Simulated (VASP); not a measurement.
The system is NaScSe2.

```
CELL_PARAMETERS angstrom
4.00461 0.00000 0.00000
0.00000 4.00461 0.00000
0.00000 0.00000 5.42757
ATOMIC_POSITIONS crystal
Na 0.00000 0.00000 0.00000
Se 0.00000 0.00000 0.50000
Se 0.50000 0.50000 0.00000
Sc 0.50000 0.50000 0.50000
```

Base run:

```yaml
Program: VASP 6.6.1
Functional: r2SCAN
Potentials_or_basis: VASP PAW PBE potentials, release 64 (Na_pv, Se, Sc_sv)
Cutoff: 520 eV
k_mesh: 6 × 6 × 6
Occupations: fermi-dirac, width 0.02 eV
Spin: no spin polarisation
```

Its results: band gap on the k mesh 0.18 eV; pressure 0.1 GPa.

**Question.** The run is repeated on the same cell with these changes: functional from r2SCAN to PBE. What comes out?

**Answer.** Band gap on the k mesh zero (bands 15 and 16 overlap by 0.05 eV); pressure 1.1 GPa.

Caveats: semilocal functionals underestimate gaps, and a narrow one can read as zero; the PAW data sets were made with another functional, which shifts forces and pressure a little (at least some runs).

A k mesh can miss the band edges.
